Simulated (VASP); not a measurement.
Input of a VASP 6.6.1 run:

INCAR

```
PREC = Accurate
ENCUT = 600
EDIFF = 1E-6
ISMEAR = 0
SIGMA = 0.02
LREAL = F
LASPH = T
NELM = 60
ALGO = Normal
ISIF = 3
LWAVE = F
LCHARG = F
GGA = PE
IBRION = 2
NSW = 100
EDIFFG = -0.01
```

The input KPOINTS:

```
regular mesh
0
Gamma
  12 12 10
```

POSCAR

```
BF
1.0
    1.2180481834     -5.6276161083      0.0000000000
    1.2180481834      5.6276161083      0.0000000000
    0.0000000000      0.0000000000      3.0880745203
B F
2 2
Direct
    0.5358297894      0.4641702106      0.2500000000
    0.4641702106      0.5358297894      0.7500000000
    0.1250997624      0.8749002376      0.2500000000
    0.8749002376      0.1250997624      0.7500000000
```

Potentials or basis: VASP PAW PBE potentials, release 64 (B, F).

Launch:

```sh
$ cat potpaw_PBE.64/B/POTCAR potpaw_PBE.64/F/POTCAR > POTCAR
$ mpirun -np 1 vasp_std > vasp.out
```

(1) Predict the relaxed volume.

(2) What does it give for the relaxed cell?

(3) Predict the space group after relaxing (to 0.1 Å).

(4) Estimate the band gap on the k mesh.

Results:

(1) 10.59 Å³/atom.

(2) a = 5.760 Å, b = 5.760 Å, c = 3.083 Å, α = 90.00°, β = 90.00°, γ = 155.54°.

(3) Cmcm (No. 63).

(4) 1.49 eV.
